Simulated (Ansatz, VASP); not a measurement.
**One calculation of SnO, two programs**

File INCAR:

```
PREC = Accurate
ENCUT = 520
EDIFF = 1E-6
ISMEAR = 0
SIGMA = 0.15
LREAL = False
LASPH = True
NELM = 60
ALGO = Normal
ISIF = 2
LWAVE = False
LCHARG = True
GGA = PS
LELF = True
LVHAR = True
NBANDS = 28
```

Contents of KPOINTS:

```
regular mesh
0
Gamma
  12 12 10
```

File POSCAR:

```
SnO
1.0
    3.8020000000      0.0237625000      0.0000000000
    0.0237625000      3.8020000000      0.0000000000
    0.0000000000      0.0000000000      4.8360000000
Sn O
2 2
Direct
    0.0000000000      0.5000000000      0.2385000000
    0.5000000000      0.0000000000      0.7615000000
    0.0000000000      0.0000000000      0.0000000000
    0.5000000000      0.5000000000      0.0000000000
```

Input for Ansatz:

```yaml
crystal:
  lattice:
    - [3.802, 0.0237625, 0.0]
    - [0.0237625, 3.802, 0.0]
    - [0.0, 0.0, 4.836]
  atoms:
    - { symbol: Sn, position: [0.0, 0.5, 0.2385] }
    - { symbol: Sn, position: [0.5, 0.0, 0.7615] }
    - { symbol: O, position: [0.0, 0.0, 0.0] }
    - { symbol: O, position: [0.5, 0.5, 0.0] }
basis:
  ecutwfc: 420
kpoints:
  mp_grid: { grid: [12, 12, 10] }
hamiltonian:
  xc: pbesol
scf:
  occupations: { method: gaussian, width: 0.15 }
output:
  forces: true
  stress: true
  eigenvalues: true
```

Change from the starting cell: strain +0.0125 x Voigt [0, 0, 0, 0, 0, 1], atoms carried along.

Alike in both runs: task single point; functional PBEsol; k mesh 12 × 12 × 10; occupations gaussian, width 0.15 eV; no spin polarisation.

|  | VASP | Ansatz |
| --- | --- | --- |
| version | VASP 6.6.1 | Ansatz 0.2.0 |
| potentials or method | VASP PAW PBE potentials, release 64 (Sn_d, O), cutoff 520 eV | scalar-relativistic, plane waves, PAW |
| valence electrons in the cell | 40 | 40 |

```csv
,VASP,Ansatz,Ansatz less VASP
gap on the k mesh at the Fermi level (eV),none,none,-
pressure (GPa),0.2,0.0,-0.23
"traceless stress, the component that is largest in VASP (GPa)",-1.04,-1.04,-0.005
rms of the force components (eV/Å),0.060,0.025,-0.0350
```

VASP's potentials were made for PBE, not for PBEsol. Atom by atom the forces differ by 0.035 eV/Å (rms over components). A gap of «none» marks a metal or a gap that the smearing closes.
